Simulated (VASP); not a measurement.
InP: single point with PBE

InP:

```
In P
1.0
     0.00000    2.99190    2.99190
     2.99190    0.00000    2.99190
     2.99190    2.99190    0.00000
In P
1 1
Direct
  0.00000 0.00000 0.00000
  0.25000 0.25000 0.25000
```

This cell differs from its parent crystal: volume scaled by 1.06, then relaxed in part.

| Property | Result |
| --- | --- |
| Program | VASP 6.6.1 |
| Task | single point |
| Functional | PBE |
| Potentials or basis | VASP PAW PBE potentials, release 64 (In_d, P) |
| Cutoff | 520 eV |
| k mesh | 13 × 13 × 13 |
| Occupations | fermi-dirac, width 0.02 eV |
| Spin | no spin polarisation |

```json
{
 "Pressure": "-0.8 GPa",
 "Band gap on the k mesh": "0.37 eV, direct"
}
```

Levels at points of the mesh, in eV from the valence-band top:
```csv
k point,band 5,band 6,band 7,band 8,band 9,band 10,band 11,band 12,band 13,band 14
"(0.00, 0.00, 0.00)",-13.95,-11.11,0.00,0.00,0.00,0.37,4.09,4.09,4.09,8.30
```

Run time: 43 s on 1 thread of Intel(R) Xeon(R) Platinum 8259CL CPU @ 2.50GHz (Skylake/Cascade Lake), with other jobs on the host, peak memory 0.21 GiB.

Caveat: spin-orbit coupling is left out, which moves the levels of the heavy elements.
